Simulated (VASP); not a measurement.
# BP (F-43m) in VASP: further runs

Aim: see how the results for BP move with the level of theory and the settings. Levels: LDA, BLYP, PBE. Tasks: single point.

Everything below comes from runs of VASP 6.6.1. Logs are shortened: lines on timing, memory, paths and dates and some standing lists are left out, and cuts for length are marked.

## (1) The cell of the first run

It takes space group F-43m (No. 216, cubic). The conventional cell has a = 4.538 Å, b = 4.538 Å, c = 4.538 Å, α = 90.00°, β = 90.00°, γ = 90.00°. B (site symmetry -43m) has 4 P at 1.97 Å within 2.6 Å. Within 2.6 Å of P (site symmetry -43m) lie 4 B at 1.97 Å.

## (2) Single point, LDA

Contents of INCAR:

```
ALGO     = Normal         # electronic algorithm
EDIFF    = 1E-6           # SCF threshold, eV
ENCUT    = 500            # plane-wave cutoff, eV
GGA_COMPAT= False        
ISIF     = 2              # what is computed and relaxed
ISMEAR   = -1             # smearing method
LASPH    = True           # aspherical terms in the spheres
LCHARG   = False          # write CHGCAR
LREAL    = False          # projectors in reciprocal space
LWAVE    = False          # write WAVECAR
NBANDS   = 11             # bands
NELM     = 120            # most SCF steps
PREC     = Accurate       # precision mode
SIGMA    = 0.1            # smearing width, eV
```

Contents of KPOINTS:

```
k-points
0
Gamma
  8 8 8
```

Contents of POSCAR:

```
BP
1.0
    0.0000000000      2.2690000000      2.2690000000
    2.2690000000      0.0000000000      2.2690000000
    2.2690000000      2.2690000000      0.0000000000
B P
1 1
Direct
    0.0000000000      0.0000000000      0.0000000000
    0.2500000000      0.2500000000      0.2500000000
```

Potentials or basis: VASP PAW LDA potentials, release 64 (B, P).

Command:

```sh
> cat potpaw_LDA.64/B/POTCAR potpaw_LDA.64/P/POTCAR > POTCAR
> mpirun -np 1 vasp_std > vasp.out
```

OUTCAR:

```text
EDIFF = 1E-6
   ENCUT = 500
   ISIF = 2
   ISMEAR = -1
   LASPH = True
   LREAL = False
   NELM = 120
   PREC = Accurate

 ion  position               nearest neighbor table
   1  0.000  0.000  0.000-   2 1.97   2 1.97   2 1.97   2 1.97
   2  0.250  0.250  0.250-   1 1.97   1 1.97   1 1.97   1 1.97

  LATTYP: Found a face centered cubic cell.
 ALAT       =     4.5380000000

  Lattice vectors:

 A1 = (   0.0000000000,   2.2690000000,   2.2690000000)
 A2 = (   2.2690000000,   0.0000000000,   2.2690000000)
 A3 = (   2.2690000000,   2.2690000000,   0.0000000000)

Analysis of symmetry for initial positions (statically):
=====================================================================
 Subroutine PRICEL returns:
 Original cell was already a primitive cell.

 Routine SETGRP: Setting up the symmetry group for a
 face centered cubic supercell.

 Subroutine GETGRP returns: Found 24 space group operations
 (whereof 24 operations were pure point group operations)
 out of a pool of 48 trial point group operations.

The static configuration has the point symmetry T_d .

Analysis of symmetry for dynamics (positions and initial velocities):
=====================================================================
 Subroutine PRICEL returns:
 Original cell was already a primitive cell.

 Routine SETGRP: Setting up the symmetry group for a
 face centered cubic supercell.

 Subroutine GETGRP returns: Found 24 space group operations
 (whereof 24 operations were pure point group operations)
 out of a pool of 48 trial point group operations.

The dynamic configuration has the point symmetry T_d .

 Subroutine INISYM returns: Found 24 space group operations
 (whereof 24 operations are pure point group operations),
 and found     1 'primitive' translations

----------------------------------------------------------------------------------------

                                     Primitive cell

  volume of cell :      23.3633

  direct lattice vectors                    reciprocal lattice vectors
     0.000000000  2.269000000  2.269000000    -0.220361393  0.220361393  0.220361393
     2.269000000  0.000000000  2.269000000     0.220361393 -0.220361393  0.220361393
     2.269000000  2.269000000  0.000000000     0.220361393  0.220361393 -0.220361393

  length of vectors
     3.208850573  3.208850573  3.208850573     0.381677128  0.381677128  0.381677128

  position of ions in fractional coordinates (direct lattice)
     0.000000000  0.000000000  0.000000000
     0.250000000  0.250000000  0.250000000

  ion indices of the primitive-cell ions
   primitive index   ion index
                 1           1
                 2           2

----------------------------------------------------------------------------------------

 KPOINTS: k-points

Automatic generation of k-mesh.
 Grid dimensions read from file:
 generate k-points for:    8    8    8

 Generating k-lattice:

  Cartesian coordinates                     Fractional coordinates (reciprocal lattice)
    -0.027545174  0.027545174  0.027545174     0.125000000  0.000000000  0.000000000
     0.027545174 -0.027545174  0.027545174     0.000000000  0.125000000  0.000000000
     0.027545174  0.027545174 -0.027545174     0.000000000  0.000000000  0.125000000

  Length of vectors
     0.047709641  0.047709641  0.047709641

  Shift w.r.t. Gamma in fractional coordinates (k-lattice)
     0.000000000  0.000000000  0.000000000

 Subroutine IBZKPT returns following result:
 ===========================================

 Found     29 irreducible k-points:

 Following reciprocal coordinates:
            Coordinates               Weight
  0.000000  0.000000  0.000000      1.000000
  0.125000  0.000000  0.000000      8.000000
  0.250000  0.000000  0.000000      8.000000
  0.375000  0.000000  0.000000      8.000000
  0.500000  0.000000  0.000000      4.000000
  0.125000  0.125000  0.000000      6.000000
[... 16 lines left out ...]
  0.500000  0.250000  0.125000     48.000000
 -0.375000  0.250000  0.125000     24.000000
 [... further k-points ...]
   k-points           NKPTS =     29   k-points in BZ     NKDIM =     29   number of bands    NBANDS=     11
   number of dos      NEDOS =    301   number of ions     NIONS =      2
   total plane-waves  NPLWV =  13824
   dimension x,y,z NGX =    24 NGY =   24 NGZ =   24
   dimension x,y,z NGXF=    48 NGYF=   48 NGZF=   48
   ions per type =               1   1
   NGX,Y,Z   is equivalent  to a cutoff of  12.43, 12.43, 12.43 a.u.
   NGXF,Y,Z  is equivalent  to a cutoff of  24.87, 24.87, 24.87 a.u.
 SYSTEM =  unknown system
   PREC   = accura    normal or accurate (medium, high low for compatibility)
   ISTART =      0    job   : 0-new  1-cont  2-samecut
   ICHARG =      2    charge: 1-file 2-atom 10-const
   ISPIN  =      1    spin polarized calculation?
   LNONCOLLINEAR =      F non collinear calculations
   LSORBIT =      F    spin-orbit coupling
   LASPH  =      T    aspherical Exc in radial PAW
   ENCUT  =  500.0 eV  36.75 Ry    6.06 a.u.   5.85  5.85  5.85*2*pi/ulx,y,z
   NELM   =    120;   NELMIN=  2; NELMDL= -5     # of ELM steps
   EDIFF  = 0.1E-05   stopping-criterion for ELM
   LREAL  =      F    real-space projection
   EDIFFG = 0.1E-04   stopping-criterion for IOM
   NSW    =      0    number of steps for IOM
   IBRION =     -1    ionic relax: 0-MD 1-quasi-New 2-CG
   NFREE  =      0    steps in history (QN), initial steepest desc. (CG)
   ISIF   =      2    stress and relaxation
   ISYM   =      2    0-nonsym 1-usesym 2-fastsym
   POTIM  = 0.5000    time-step for ionic-motion
   TEBEG  =    0.0;   TEEND  =   0.0 temperature during run
   PSTRESS=    0.0 pullay stress
   NELECT =       8.0000    total number of electrons
   NUPDOWN=      -1.0000    fix difference up-down
   EMIN   =  10.00;   EMAX   =-10.00  energy-range for DOS
   EFERMI =   0.00;   METHOD = LEGACY
   ISMEAR =    -1;   SIGMA  =   0.10  broadening in eV -4-tet -1-fermi 0-gaus
   EFERMI_NEDOS =   21; number of points for ismear=-14 and -15
   IALGO  =     38    algorithm
   IMIX   =      4    mixing-type and parameters
     AMIX     =   0.40;   BMIX     =  1.00
     AMIX_MAG =   1.60;   BMIX_MAG =  1.00
  volume/ion in A,a.u.               =      11.68        78.83
  Fermi-wavevector in a.u.,A,eV,Ry     =   1.145320  2.164342 17.847562  1.311759
  Thomas-Fermi vector in A             =   2.282009
   LORBIT       =      0    0 simple, 1 ext, 2 COOP (PROOUT), +10 PAW based schemes
   GGA     = CA    functional components
   LHFCALC =     F    Hartree Fock is set to
   AEXX    =    0.0000 exact exchange contribution
   IVDW    =     0    specifies the selected vdW correction
   LEPSILON=     F    determine dielectric tensor
   LRPA    =     F    only Hartree local field effects (RPA)
 non-spin polarized calculation
  energy-cutoff  :      500.00
  volume of cell :       23.36
 maximum number of plane-waves:       609
   NGX = 11   NGY = 11   NGZ = 11

 number of electron       8.0000000 magnetization

 Free energy of the ion-electron system (eV)
  ---------------------------------------------------
  ext. energy  EPLUGINS =         0.00000000
  ---------------------------------------------------
  free energy    TOTEN  =       -14.38490208 eV

  energy without entropy =      -14.38483344  energy(sigma->0) =      -14.38486776

 E-fermi :   7.9735     XC(G=0): -11.0877

 val. band max:        7.4068971111   @ k =   0.0000   0.0000   0.0000
 cond. band min:       8.6238861813   @ k =   0.3750   0.3750   0.0000
 fundamental gap:      1.2169890701
 Fermi energy:         7.9734634295

 k-point     1 :       0.0000    0.0000    0.0000
  band No.  band energies     occupation
      1      -7.9836      2.00000
      2       7.4069      1.99310
      3       7.4069      1.99310
      4       7.4069      1.99310
      5      10.7850      0.00000
      6      10.7850      0.00000
      7      10.7850      0.00000
      8      14.7757      0.00000
      9      18.6628      0.00000
     10      19.5878      0.00000
     11      19.5878      0.00000

 k-point     2 :       0.1250    0.0000    0.0000
  band No.  band energies     occupation
      1      -7.7029      2.00000
      2       5.5655      2.00000
      3       6.9806      1.99990
      4       6.9806      1.99990
      5      11.3091      0.00000
      6      11.3739      0.00000
      7      11.3739      0.00000
      8      15.5382      0.00000
      9      18.6380      0.00000
     10      18.6380      0.00000
     11      19.4910      0.00000

 k-point     3 :       0.2500    0.0000    0.0000
  band No.  band energies     occupation
      1      -6.8790      2.00000
      2       2.5853      2.00000
      3       6.2950      2.00000
      4       6.2950      2.00000
      5      11.3877      0.00000
      6      12.1385      0.00000
      7      12.1385      0.00000
      8      16.8950      0.00000
      9      18.3571      0.00000
     10      18.3571      0.00000
     11      20.2332      0.00000

 k-point     4 :       0.3750    0.0000    0.0000
  band No.  band energies     occupation
      1      -5.6159      2.00000
      2      -0.1356      2.00000
      3       5.8207      2.00000
      4       5.8207      2.00000
      5      11.2503      0.00000
      6      12.1926      0.00000
      7      12.1926      0.00000
      8      17.3757      0.00000
      9      19.9985      0.00000
     10      19.9985      0.00000
     11      21.0110      0.00000

 k-point     5 :       0.5000    0.0000    0.0000
  band No.  band energies     occupation
      1      -4.6520      2.00000
      2      -1.6032      2.00000
      3       5.6585      2.00000
      4       5.6585      2.00000
      5      11.1872      0.00000
      6      12.0856      0.00000
      7      12.0856      0.00000
      8      17.3265      0.00000
      9      21.9457      0.00000
     10      21.9794      0.00000
     11      21.9794      0.00000
[... 211 lines left out ...]
 k-point    21 :       0.5000    0.5000    0.0000
  band No.  band energies     occupation
      1      -3.1531      2.00000
      2      -1.0789      2.00000
      3       3.3010      2.00000
      4       3.3010      2.00000
      5       8.7073      0.00130
      6       8.9576      0.00011
      7      19.4043      0.00000
      8      19.4043      0.00000
      9      22.3809      0.00000
     10      24.1897      0.00000
     11      25.3370      0.00000

 k-point    22 :       0.3750    0.2500    0.1250
  band No.  band energies     occupation
      1      -6.1566      2.00000
      2       2.5201      2.00000
      3       3.6151      2.00000
      4       5.4386      2.00000
      5      10.8169      0.00000
      6      13.3505      0.00000
      7      13.5703      0.00000
      8      14.8730      0.00000
      9      18.9530      0.00000
     10      21.1837      0.00000
     11      22.8283      0.00000

 k-point    23 :       0.5000    0.2500    0.1250
  band No.  band energies     occupation
      1      -4.9257      2.00000
      2       0.3513      2.00000
      3       2.9752      2.00000
      4       4.6642      2.00000
      5      11.4480      0.00000
      6      12.8377      0.00000
      7      14.6661      0.00000
      8      15.6859      0.00000
      9      19.6963      0.00000
     10      20.7278      0.00000
     11      24.3029      0.00000

 k-point    24 :      -0.3750    0.2500    0.1250
  band No.  band energies     occupation
      1      -3.9988      2.00000
      2      -1.0020      2.00000
      3       2.9016      2.00000
      4       4.2922      2.00000
      5      11.5224      0.00000
      6      12.5789      0.00000
      7      15.6614      0.00000
      8      17.0862      0.00000
      9      17.7657      0.00000
     10      21.7467      0.00000
     11      24.0741      0.00000

 [... further k-points ...]
[... 5 lines left out ...]
  --------------------------------------------------------------------------------------
  -------------------------------------------------------------------------------------
  Total       -0.7728417     -0.7728417     -0.7728417      0.0000000      0.0000000     -0.0000000
  in kB      -52.9989946    -52.9989946    -52.9989946      0.0000000      0.0000000     -0.0000000
  external PRESSURE =     -52.9989946 kB  Pullay stress =       0.0000000 kB

 VOLUME and BASIS-vectors are now :
 -----------------------------------------------------------------------------
  energy-cutoff  :      500.00
  volume of cell :       23.36
      direct lattice vectors                 reciprocal lattice vectors
     0.000000000  2.269000000  2.269000000    -0.220361393  0.220361393  0.220361393
     2.269000000  0.000000000  2.269000000     0.220361393 -0.220361393  0.220361393
     2.269000000  2.269000000  0.000000000     0.220361393  0.220361393 -0.220361393

 POSITION                                       TOTAL-FORCE (eV/Angst)
 -----------------------------------------------------------------------------------
      0.00000      0.00000      0.00000         0.000000      0.000000      0.000000
      1.13450      1.13450      1.13450        -0.000000     -0.000000     -0.000000
 -----------------------------------------------------------------------------------
    total drift:                                0.000000      0.000000      0.000000

  FREE ENERGIE OF THE ION-ELECTRON SYSTEM (eV)
  ---------------------------------------------------
  free  energy   TOTEN  =       -14.3849020773 eV

  energy  without entropy=      -14.3848334381  energy(sigma->0) =      -14.38486776
```

Wall time 7.2 s (1 thread of AMD EPYC 9R45 (Zen 5), shared host); peak memory 0.09 GiB.

Results:

```
Free energy            : -14.3849 eV
Pressure               : -5.3 GPa
Band gap on the k mesh : 1.22 eV, indirect (least direct gap 3.38 eV)
```

A k mesh can miss the band edges. LDA gaps usually lie below the measured ones, often by a third to a half.

## (3) Single point, BLYP

Contents of INCAR:

```
  AGGAC = 1.0
  AGGAX = 1.0
  ALDAC = 0.0
  ALDAX = 1.0
  ALGO = Normal
  EDIFF = 1E-6
  ENCUT = 500
  GGA = B5
  GGA_COMPAT = False
  ISIF = 2
  ISMEAR = -1
  LASPH = True
  LCHARG = False
  LREAL = False
  LWAVE = False
  NBANDS = 11
  NELM = 120
  PREC = Accurate
  SIGMA = 0.1
```

KPOINTS is that of step 2.

POSCAR is that of step 2.

Potentials or basis: VASP PAW PBE potentials, release 64 (B, P).

Command:

```sh
> cat potpaw_PBE.64/B/POTCAR potpaw_PBE.64/P/POTCAR > POTCAR
> mpirun -np 1 vasp_std > vasp.out
```

It took 15 s on 1 thread of AMD EPYC 9R45 (Zen 5), shared host; peak memory 0.1 GiB.

The run converged. Its results:

* Free energy: -11.5624 eV
* Pressure: 5.9 GPa
* Band gap on the k mesh: 1.56 eV, indirect (least direct gap 3.58 eV)

Levels at points of the mesh, in eV from the valence-band top:
```csv
k point,band 2,band 3,band 4,band 5,band 6,band 7
"(0.00, 0.00, 0.00)",0.00,0.00,0.00,3.58,3.58,3.58
"(0.50, 0.00, 0.00)",-8.83,-1.72,-1.72,3.95,4.94,4.94
"(0.50, 0.50, 0.00)",-8.43,-4.01,-4.01,1.65,1.97,12.18
```

Caveat: the PAW data sets were made with another functional, which shifts forces and pressure a little. A k mesh can miss the band edges.

## (4) Single point, PBE

Contents of INCAR:

```
SYSTEM = BP
ALGO = Normal ; EDIFF = 1E-6
ENCUT = 500 ; GGA = PE
GGA_COMPAT = .FALSE. ; ISIF = 2
ISMEAR = -1 ; LASPH = .TRUE.
LCHARG = .FALSE. ; LREAL = .FALSE.
LWAVE = .FALSE. ; NBANDS = 11
NELM = 120 ; PREC = Accurate
SIGMA = 0.1
```

Contents of KPOINTS:

```
k-points
0
G
  8 8 8
  0 0 0
```

POSCAR is that of step 3.

Command:

```sh
> cat potpaw_PBE.64/B/POTCAR potpaw_PBE.64/P/POTCAR > POTCAR
> mpirun -np 1 vasp_std > vasp.out
```

Wall time 7.6 s (1 thread of AMD EPYC 9R45 (Zen 5), shared host); peak memory 0.1 GiB.

Results (log left out):

- Free energy: -12.9283 eV
- Pressure: 0.9 GPa
- Band gap on the k mesh: 1.27 eV, indirect (least direct gap 3.40 eV)

Levels at points of the mesh, in eV from the valence-band top:
```tsv
k point	band 1	band 2	band 3	band 4	band 5	band 6	band 7	band 8	band 9
(0.00, 0.00, 0.00)	-15.46	0.00	0.00	0.00	3.40	3.40	3.40	7.37	11.51
(0.50, 0.00, 0.00)	-12.14	-9.03	-1.76	-1.76	3.78	4.71	4.71	10.13	14.63
(0.50, 0.50, 0.00)	-10.61	-8.58	-4.11	-4.11	1.33	1.66	12.12	12.12	15.23
```

## (5) Summary

```tsv
level	potentials or basis	gap on the mesh (eV)	pressure (GPa)
LDA	VASP PAW LDA potentials, release 64 (B, P)	1.22	-5.3
BLYP	VASP PAW PBE potentials, release 64 (B, P)	1.56	5.9
PBE	VASP PAW PBE potentials, release 64 (B, P)	1.27	0.9
```

Alike in all rows: task single point; no spin polarisation; cell as given; k mesh 8 × 8 × 8; cutoff (eV) 500; smearing fermi-dirac 0.1 eV.

Caveats: the PAW data sets were made with another functional, which shifts forces and pressure a little (some runs).

Absolute energies hang on the potentials; compare differences alone.
